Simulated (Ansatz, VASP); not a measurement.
## BiBrO: VASP beside Ansatz

```
Bi Br O
1.0
     3.88262    0.00000    0.00000
     0.00000    3.88262    0.00000
     0.00000    0.00000    7.88675
Bi Br O
2 2 2
Direct
  0.00000 0.50000 0.15756
  0.50000 0.00000 0.84244
  0.00000 0.50000 0.65172
  0.50000 0.00000 0.34828
  0.00000 0.00000 0.00000
  0.50000 0.50000 0.00000
```

Alike in both runs: task single point; functional LDA; k mesh 8 × 8 × 4; occupations gaussian, width 0.05 eV; no spin polarisation.

|  | VASP | Ansatz |
| --- | --- | --- |
| version | VASP 6.6.1 | Ansatz 0.2.0 |
| potentials or method | VASP PAW LDA potentials, release 64 (Bi_d, Br, O), cutoff 520 eV | scalar-relativistic, plane waves, PAW |
| valence electrons in the cell | 56 | 56 |

Ansatz gave:

- gap on the k mesh at the Fermi level (eV): 2.04
- least direct gap on the mesh (eV): 2.24
- pressure (GPa): 0.0
- traceless stress, the component that is largest in VASP (GPa): 0.00
- rms of the force components (eV/Å): 0.000

Problem. Which values does VASP return?

Solution. gap on the k mesh at the Fermi level (eV): 2.02; least direct gap on the mesh (eV): 2.24; pressure (GPa): 0.3; traceless stress, the component that is largest in VASP (GPa): -0.05; rms of the force components (eV/Å): 0.027.

LDA's correlation is that of Perdew and Zunger in VASP and of Perdew and Wang (1992) in Ansatz. Atom by atom the forces differ by 0.028 eV/Å (rms over components).

Spin-orbit coupling is off throughout.
